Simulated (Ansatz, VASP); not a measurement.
# BN in VASP and in Ansatz

```
B N
1.0
     0.00000    3.54775    2.23107
     1.27041    0.00000    2.23107
     1.27041    3.54775    0.00000
B N
1 1
Direct
  0.00005 0.00005 0.99995
  0.66665 0.66665 0.33335
```

Change from the starting cell: strain +0.015 along x and y, +0.030 along z, atoms carried along.

Alike in both runs: task single point; functional PBE; dispersion D3(BJ); k mesh 12 × 12 × 12; occupations gaussian, width 0.05 eV; no spin polarisation.

|  | VASP | Ansatz |
| --- | --- | --- |
| version | VASP 6.6.1 | Ansatz 0.2.0 |
| potentials or method | VASP PAW PBE potentials, release 64 (B, N), cutoff 520 eV | scalar-relativistic, plane waves, PAW |
| valence electrons in the cell | 8 | 8 |

|  | VASP | Ansatz | Ansatz less VASP |
| --- | --- | --- | --- |
| gap on the k mesh at the Fermi level (eV) | 3.71 | 3.72 | +0.006 |
| least direct gap on the mesh (eV) | 4.40 | 4.40 | +0.003 |
| pressure (GPa) | -12.8 | -12.9 | -0.05 |
| traceless stress, the component that is largest in VASP (GPa) | 11.72 | 11.90 | +0.181 |
| rms of the force components (eV/Å) | 0.058 | 0.058 | -0.0005 |

Atom by atom the forces differ by 0.000 eV/Å (rms over components).
